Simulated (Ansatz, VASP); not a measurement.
**Two plane-wave programs on SrCl2**

Contents of POSCAR:

```
SrCl2
1.0
    0.0000000000      3.4977180853      3.5326952661
    3.4977180853      0.0000000000      3.5326952661
    3.4977180853      3.4977180853      0.0000000000
Sr Cl
1 2
Direct
    0.0000000000      0.0000000000      0.0000000000
    0.2500000000      0.2500000000      0.2500000000
    0.7500000000      0.7500000000      0.7500000000
```

Contents of INCAR.step1:

```
PREC = Accurate
ENCUT = 520
ISMEAR = 0
SIGMA = 0.01
LREAL = F
LASPH = T
NELM = 100
NBANDS = 19
GGA = PE
ALGO = Normal
EDIFF = 1E-4
LWAVE = T
LCHARG = F
```

Contents of INCAR.step2:

```
PREC = Accurate
ENCUT = 520
EDIFF = 1E-6
ISMEAR = 0
SIGMA = 0.01
LREAL = F
LASPH = T
NELM = 100
ALGO = Normal
ISIF = 2
LWAVE = F
LCHARG = F
METAGGA = R2SCAN
LMIXTAU = T
NBANDS = 19
ISTART = 1
```

The input KPOINTS:

```
regular mesh
0
Gamma
  6 6 6
```

Input for Ansatz:

```yaml
crystal:
  lattice:
    - [0.0, 3.4977180853, 3.5326952661]
    - [3.4977180853, 0.0, 3.5326952661]
    - [3.4977180853, 3.4977180853, 0.0]
  atoms:
    - { symbol: Sr, position: [0.0, 0.0, 0.0] }
    - { symbol: Cl, position: [0.25, 0.25, 0.25] }
    - { symbol: Cl, position: [0.75, 0.75, 0.75] }
kpoints:
  mp_grid: { grid: [6, 6, 6] }
  band_path:
    path:
      - [0.0, 0.0, 0.0]
      - [0.5, 0.0, 0.5]
      - [0.625, 0.25, 0.625]
      - [0.375, 0.375, 0.75]
      - [0.5, 0.5, 0.5]
      - [0.5, 0.25, 0.75]
      - [0.0, 0.5, 0.5]
    npoints: 1
hamiltonian:
  xc: r2scan
scf:
  occupations: { method: fixed }
  n_extra_bands: 4
output:
  forces: true
  stress: true
  eigenvalues: true
```

Change from the starting cell: uniaxial_z strain +1.0%.

Alike in both runs: task single point; functional r2SCAN; k mesh 6 × 6 × 6; no spin polarisation.

|  | VASP | Ansatz |
| --- | --- | --- |
| version | VASP 6.6.1 | Ansatz 0.2.0 |
| potentials or method | VASP PAW PBE potentials, release 64 (Sr_sv, Cl) | plane waves, PAW |
| plane-wave cutoff (eV) | 520 | 500 |
| occupations | gaussian, width 0.01 eV | fixed |
| valence electrons in the cell | 24 | 24 |

```csv
,VASP,Ansatz,Ansatz less VASP
gap on the k mesh at the Fermi level (eV),5.87,5.87,0.000
pressure (GPa),-0.3,-0.4,-0.03
"traceless stress, the component that is largest in VASP (GPa)",-0.35,-0.35,-0.002
```

VASP's potentials were made for PBE, not for r2SCAN.
